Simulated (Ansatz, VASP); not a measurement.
# Two plane-wave programs on ZnS3

File INCAR:

```
PREC = Accurate
ENCUT = 600
EDIFF = 1E-6
ISMEAR = 0
SIGMA = 0.1
LREAL = F
LASPH = T
NELM = 60
ALGO = Normal
ISIF = 3
LWAVE = F
LCHARG = F
GGA = PE
IBRION = 2
NSW = 90
EDIFFG = -0.04
```

File KPOINTS:

```
regular mesh
0
Gamma
  4 4 4
```

File POSCAR:

```
ZnS3
1.0
    0.0000000000      3.4969463200      3.4969463200
    3.4969463200      0.0000000000      3.4969463200
    3.4969463200      3.4969463200      0.0000000000
Zn S
1 3
Direct
    0.0000000000      0.0000000000      0.0000000000
    0.5000000000      0.5000000000      0.5000000000
    0.2500000000      0.2500000000      0.2500000000
    0.7500000000      0.7500000000      0.7500000000
```

Input for Ansatz:

```yaml
crystal:
  lattice:
    - [0.0, 3.49694632, 3.49694632]
    - [3.49694632, 0.0, 3.49694632]
    - [3.49694632, 3.49694632, 0.0]
  atoms:
    - { symbol: Zn, position: [0.0, 0.0, 0.0] }
    - { symbol: S, position: [0.5, 0.5, 0.5] }
    - { symbol: S, position: [0.25, 0.25, 0.25] }
    - { symbol: S, position: [0.75, 0.75, 0.75] }
basis:
  ecutwfc: 420
kpoints:
  mp_grid: { grid: [4, 4, 4] }
hamiltonian:
  xc: pbe
scf:
  occupations: { method: gaussian, width: 0.1 }
  lower_state_search: "off"
output:
  forces: true
  stress: true
  eigenvalues: true
relax:
  adjacent_minimum: "off"
  f_tol: 0.04
  max_steps: 70
  cell: { stress_tol: 0.4 }
```

Alike in both runs: task relaxation of cell and atoms; functional PBE; k mesh 4 × 4 × 4; occupations gaussian, width 0.1 eV; no spin polarisation.

|  | VASP | Ansatz |
| --- | --- | --- |
| version | VASP 6.6.1 | Ansatz 0.2.0 |
| potentials or method | VASP PAW PBE potentials, release 64 (Zn, S), cutoff 600 eV | scalar-relativistic, plane waves, PAW |
| valence electrons in the cell | 30 | 30 |

```csv
,VASP,Ansatz,Ansatz less VASP
"gap on the k mesh at the Fermi level, each at its own relaxed structure (eV)",none,none,-
relaxed volume (Å³/atom),15.98,15.94,-0.040
relaxed cell length with the largest relative difference (Å),4.488,4.484,-0.0037
```

A gap of «none» marks a metal or a gap that the smearing closes.

The k mesh is coarse, so the values compare programs but aren't converged. Noted on VASP's run: the volume moved by over 15 % at a fixed basis, so the end points are rough.
